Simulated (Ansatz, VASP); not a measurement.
# Sn: VASP beside Ansatz

```
CELL_PARAMETERS angstrom
-1.72654 1.77555 2.33834
1.72654 -1.77555 2.33834
1.72654 1.77555 -2.33834
ATOMIC_POSITIONS crystal
Sn 0.00000 0.00000 0.00000
```

Alike in both runs: task single point; functional PBEsol; k mesh 4 × 4 × 4; occupations fermi-dirac, width 0.1 eV; no spin polarisation.

|  | VASP | Ansatz |
| --- | --- | --- |
| version | VASP 6.6.1 | Ansatz 0.2.0 |
| potentials or method | VASP PAW PBE potentials, release 64 (Sn_d), cutoff 500 eV | plane waves, PAW |
| valence electrons in the cell | 14 | 14 |

|  | VASP | Ansatz | Ansatz less VASP |
| --- | --- | --- | --- |
| pressure (GPa) | -3.5 | -3.5 | +0.06 |
| traceless stress, the component that is largest in VASP (GPa) | 1.98 | 1.98 | +0.006 |

VASP's potentials were made for PBE, not for PBEsol.

The k mesh is coarse, so the values compare programs but aren't converged.
